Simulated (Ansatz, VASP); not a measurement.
# KAg: VASP beside Ansatz

```
CELL_PARAMETERS angstrom
4.12738 0.00000 0.00000
0.00000 4.12738 0.00000
0.00000 0.00000 4.12738
ATOMIC_POSITIONS crystal
K 0.50000 0.50000 0.50000
Ag 0.00000 0.00000 0.00000
```

Alike in both runs: functional PBE; k mesh 14 × 14 × 14; occupations gaussian, width 0.1 eV; no spin polarisation.

Ansatz relaxed the structure, and its values are those at the end. VASP's run is a single point on that final structure, the one shown.

|  | VASP | Ansatz |
| --- | --- | --- |
| version | VASP 6.6.1 | Ansatz 0.2.0 |
| potentials or method | VASP PAW PBE potentials, release 64 (K_sv, Ag), cutoff 520 eV | scalar-relativistic, plane waves, PAW |
| valence electrons in the cell | 20 | 28 |

```csv
,VASP,Ansatz,Ansatz less VASP
gap on the k mesh at the Fermi level (eV),none,none,-
pressure (GPa),0.0,0.0,0.00
```

A gap of «none» marks a metal or a gap that the smearing closes. With one functional, cell and mesh, what is left measures potentials, basis and numerics. VASP's potentials hold 20 valence electrons a cell and Ansatz's 28, so a difference there can come from the potentials and not from the codes.
